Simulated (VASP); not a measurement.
Set up this calculation in VASP 6.6.1, as the native input.

* Task: band structure
* Functional: LAK
* Potentials or basis: VASP PAW PBE potentials, release 64 (N, B)
* Cutoff: 460 eV
* k mesh: 8 × 8 × 8
* Occupations: gaussian, width 0.03 eV
* Spin: no spin polarisation
* Tolerance level: standard
* Purpose: bands
* Route: KPOINTS_OPT
* Further INCAR settings: ALGO = Normal; EDIFF = 1e-06; NBANDS = 16

The structure of BN lies in POSCAR:

```
BN
1.0
    1.2511217832      0.7223354983      3.3729344033
   -1.2511217832      0.7223354983      3.3729344033
    0.0000000000     -1.4446709966      3.3729344033
N B
1 1
Direct
    0.6672382000      0.6672382000      0.6672382000
    0.0003288000      0.0003288000      0.0003288000
```

These files were run (other wordings do the same):

INCAR

```
METAGGA  = LAK            # meta-GGA
ISMEAR   = 0              # smearing method
SIGMA    = 0.03           # smearing width, eV
LWAVE    = F              # write WAVECAR
LCHARG   = F              # write CHGCAR
NBANDS   = 16             # bands
PREC     = Accurate       # precision mode
LASPH    = T              # aspherical terms in the spheres
LREAL    = F              # projectors in reciprocal space
ALGO     = Normal         # electronic algorithm
EDIFF    = 1E-6           # SCF threshold, eV
NELM     = 120            # most SCF steps
GGA_COMPAT= F            
ENCUT    = 460            # plane-wave cutoff, eV
EFERMI   = MIDGAP       
LMIXTAU  = T
```

KPOINTS

```
Automatic mesh
0
Gamma
  8 8 8
  0 0 0
```

KPOINTS_OPT

```
path GLB1,BZGX,QFP1Z,LP
12
line-mode
reciprocal
 0.0000000000  0.0000000000  0.0000000000  G
 0.5000000000  0.0000000000  0.0000000000  L

 0.5000000000  0.0000000000  0.0000000000  L
 0.5000000000  0.1972419765 -0.1972419765  B1

 0.8027580235  0.5000000000  0.1972419765  B
 0.5000000000  0.5000000000  0.5000000000  Z

 0.5000000000  0.5000000000  0.5000000000  Z
 0.0000000000  0.0000000000  0.0000000000  G

 0.0000000000  0.0000000000  0.0000000000  G
 0.3486209883  0.0000000000 -0.3486209883  X

 0.6513790117  0.3486209883  0.0000000000  Q
 0.5000000000  0.5000000000  0.0000000000  F

 0.5000000000  0.5000000000  0.0000000000  F
 0.6513790117  0.6513790117  0.1972419765  P1

 0.6513790117  0.6513790117  0.1972419765  P1
 0.5000000000  0.5000000000  0.5000000000  Z

 0.5000000000  0.0000000000  0.0000000000  L
 0.8027580235  0.3486209883  0.3486209883  P
```

Potentials or basis: VASP PAW PBE potentials, release 64 (N, B).

Command:

```sh
$ cat potpaw_PBE.64/N/POTCAR potpaw_PBE.64/B/POTCAR > POTCAR
$ mpirun -np 1 vasp_std > vasp.out
```

Results of the run:

| Property | Result |
| --- | --- |
| Pressure | 0.9 GPa |
| Largest force | 0.007 eV/Å |
| Band gap on the k mesh | 4.96 eV (least direct gap 5.71 eV) |
| Band gap along the path | 4.90 eV (least direct gap 5.50 eV) |

Caveat: the cutoff is under 1.25 times the usual one of these potentials, so pressure, stress and relaxed cells hold a basis-set (Pulay) error; the PAW data sets were made with another functional, which shifts forces and pressure a little.

Run time: 4.6 min on 1 thread of Intel(R) Xeon(R) Platinum 8259CL CPU @ 2.50GHz (Skylake/Cascade Lake) (shared host), peak memory 0.17 GiB.
